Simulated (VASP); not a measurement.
**Cr: single point with LDA**

The system is Cr.

```xyz
2
Lattice="2.5298 0.0000 0.0000 -1.2649 2.1909 0.0000 0.0000 0.0000 4.5127" Properties=species:S:1:pos:R:3 pbc="T T T"
Cr    0.0000    1.4606    1.1282
Cr    1.2649    0.7303    3.3845
```

This cell differs from its parent crystal: volume scaled by 1.12.

```
Program             : VASP 6.6.1
Task                : single point
Functional          : LDA
Potentials or basis : VASP PAW LDA potentials, release 64 (Cr_pv)
Cutoff              : 520 eV
k mesh              : 17 × 17 × 8
Occupations         : fermi-dirac, width 0.1 eV
Spin                : no spin polarisation
```

```yaml
Pressure: -24.5 GPa
Band_gap_on_the_k_mesh: zero (band 12 reaches 10.39 eV, above the bottom of band 13 at 9.22 eV)
```

Stress tensor (GPa, compression positive):
```
-25.29   0.00   0.00
  0.00 -25.29   0.00
  0.00   0.00 -22.83
```

Levels at points of the mesh, in eV from the Fermi level:
```
           k point  band 9  band 10  band 11  band 12  band 13  band 14  band 15  band 16
(0.00, 0.00, 0.00)   -1.09    -0.32    -0.32    -0.15    -0.01    -0.01     0.96     0.96
(0.00, 0.00, 0.50)   -1.46    -1.46    -0.30    -0.30    -0.30    -0.30     1.65     1.65
```

It took 51 s on 1 thread of Intel(R) Xeon(R) Platinum 8488C (Sapphire Rapids), with other jobs on the host, peak memory 0.17 GiB.

Caveat: the run has no spin polarisation, though such a crystal can be magnetic. Spin polarisation is off, so any magnetic state and its effect on volume and gap are missing.
